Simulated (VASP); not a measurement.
Input of a VASP 6.6.1 run:

POSCAR

```
GaSb
1.0
    0.0000000000      3.0556142714      3.0556142714
    3.0556142714      0.0000000000      3.0556142714
    3.0556142714      3.0556142714      0.0000000000
Ga Sb
1 1
Direct
    0.0000000000      0.0000000000      0.0000000000
    0.2500000000      0.2500000000      0.2500000000
```

File INCAR.step1:

```
PREC = Accurate ; ENCUT = 520
EDIFF = 1E-5 ; ISMEAR = 0
SIGMA = 0.1 ; LREAL = False
LASPH = True ; NELM = 100
ALGO = Normal ; ISIF = 2
LWAVE = True ; LCHARG = False
NBANDS = 16 ; GGA = PE
```

INCAR.step2

```
PREC = Accurate ; ENCUT = 520
EDIFF = 1E-6 ; ISMEAR = 0
SIGMA = 0.1 ; LREAL = False
LASPH = True ; NELM = 100
ALGO = Normal ; ISIF = 2
LWAVE = False ; LCHARG = False
GGA = PE ; LHFCALC = True
HFSCREEN = 0.2079 ; PRECFOCK = Normal
NBANDS = 16 ; ISTART = 1
```

KPOINTS

```
regular mesh
0
Gamma
  4 4 4
```

Potentials or basis: VASP PAW PBE potentials, release 64 (Ga_d, Sb).

The run is started by

```bash
$ cat potpaw_PBE.64/Ga_d/POTCAR potpaw_PBE.64/Sb/POTCAR > POTCAR
$ cp INCAR.step1 INCAR
$ mpirun -np 1 vasp_std > vasp.out
$ cp INCAR.step2 INCAR
$ mpirun -np 1 vasp_std > vasp.out
```

(1) Estimate the band gap on the k mesh.

(2) Estimate the pressure.

Answers

(1) 0.93 eV.

(2) 0.5 GPa.

Caveat: the k points lie up to 0.45 Å⁻¹ apart; the PAW data sets were made with another functional, which shifts forces and pressure a little; spin-orbit coupling is left out, which moves the levels of the heavy elements.
